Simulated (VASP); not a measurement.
Input of a VASP 6.6.1 run:

File INCAR:

```
PREC     = Accurate       # precision mode
ENCUT    = 520            # plane-wave cutoff, eV
EDIFF    = 1E-6           # SCF threshold, eV
ISMEAR   = -1             # smearing method
SIGMA    = 0.02           # smearing width, eV
LREAL    = False          # projectors in reciprocal space
LASPH    = True           # aspherical terms in the spheres
NELM     = 100            # most SCF steps
ALGO     = Normal         # electronic algorithm
ISIF     = 2              # what is computed and relaxed
LWAVE    = False          # write WAVECAR
LCHARG   = False          # write CHGCAR
GGA      = CA             # functional
NBANDS   = 12             # bands
```

File KPOINTS:

```
Automatic mesh
0
Gamma
  8 8 8
```

File POSCAR:

```
Ti
1.0
    0.0000000000      2.0300000000      2.0300000000
    2.0300000000      0.0000000000      2.0300000000
    2.0300000000      2.0300000000      0.0000000000
Ti
1
Direct
    0.0000000000      0.0000000000      0.0000000000
```

Potentials or basis: VASP PAW LDA potentials, release 64 (Ti_sv).

The run is started by

```sh
$ cat potpaw_LDA.64/Ti_sv/POTCAR > POTCAR
$ mpirun -np 1 vasp_std > vasp.out
```

Problem. What does it give for the band gap on the k mesh?

Solution. Zero (band 6 reaches 9.24 eV, above the bottom of band 7 at 7.98 eV).

Problem. What does it give for the pressure?

Solution. -5.0 GPa.
